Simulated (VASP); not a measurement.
# Ge: single point with LDA

Ge:

```
Ge
1.0
     0.00000    2.77102    2.77102
     2.77102    0.00000    2.77102
     2.77102    2.77102    0.00000
Ge
2
Direct
  0.50000 0.50000 0.50000
  0.75000 0.75000 0.75000
```

This cell differs from its parent crystal: volume scaled by 0.94.

```yaml
Program: VASP 6.6.1
Task: single point
Functional: LDA
Potentials_or_basis: VASP PAW LDA potentials, release 64 (Ge_d)
Cutoff: 520 eV
k_mesh: 10 × 10 × 10
Occupations: fermi-dirac, width 0.05 eV
Spin: no spin polarisation
Dipole_correction: no
Further_INCAR_settings: ALGO = Normal; EDIFF = 1e-06; NBANDS = 21
```

* Pressure: 3.7 GPa
* Band gap on the k mesh: 0.26 eV, indirect (least direct gap 0.43 eV)

Levels at points of the mesh, in eV from the valence-band top:
```csv
k point,band 11,band 12,band 13,band 14,band 15,band 16,band 17,band 18
"(0.00, 0.00, 0.00)",-13.29,0.00,0.00,0.00,0.43,2.55,2.55,2.55
"(0.50, 0.00, 0.00)",-11.05,-7.94,-1.50,-1.50,0.26,3.75,3.75,7.00
"(0.50, 0.50, 0.00)",-9.17,-9.17,-3.30,-3.30,0.58,0.58,9.93,9.93
```

Run time: 42 s on 1 thread of Intel Xeon 6975P-C, with other jobs on the host, peak memory 0.16 GiB.

 A k mesh can miss the band edges.
